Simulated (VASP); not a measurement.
Crystal: RuPt2.

```
Ru Pt
1.0
     4.62610    0.00000    0.00000
    -2.31305    4.00632    0.00000
     0.00000    0.00000    2.63974
Ru Pt
1 2
Cartesian
  0.0000 0.0000 0.0000
  0.0000 2.6709 0.0000
  2.3130 1.3354 0.0000
```

The cell was generated, and may not be a known phase.

```yaml
Program: VASP 6.6.1
Task: relaxation of cell and atoms
Functional: PBE
Potentials_or_basis: VASP PAW PBE potentials, release 64 (Ru_pv, Pt)
Cutoff: 600 eV
k_mesh: 12 × 12 × 18
Occupations: gaussian, width 0.1 eV
Spin: no spin polarisation
```

At the start: pressure -0.7 GPa; volume 16.31 Å³/atom.

Problem. Where does the relaxation end?

Solution. Over 6 steps the energy falls by 4.2 meV/atom and the volume is 16.23 Å³/atom (-0.5 %); space group P6/mmm (No. 191, to 0.1 Å) before and after.

Step by step:
| step | energy change (eV) | largest force (eV/Å) | pressure (GPa) | volume (Å³) |
| --- | --- | --- | --- | --- |
| 1 | 0.0000 | 0.0000 | -0.70 | 48.92 |
| 2 | 0.0101 | 0.0000 | 1.14 | 48.40 |
| 3 | -0.0125 | 0.0000 | -0.12 | 48.70 |
| 4 | -0.0125 | 0.0000 | -0.10 | 48.70 |
| 5 | -0.0125 | 0.0000 | 0.25 | 48.63 |
| 6 | -0.0125 | 0.0000 | 0.01 | 48.68 |

Final structure:
```xyz
3
Lattice="4.6429 0.0000 0.0000 -2.3214 4.0209 0.0000 0.0000 0.0000 2.6074" Properties=species:S:1:pos:R:3 pbc="T T T"
Ru    0.0000    0.0000    0.0000
Pt    0.0000    2.6806    0.0000
Pt    2.3214    1.3403    0.0000
```
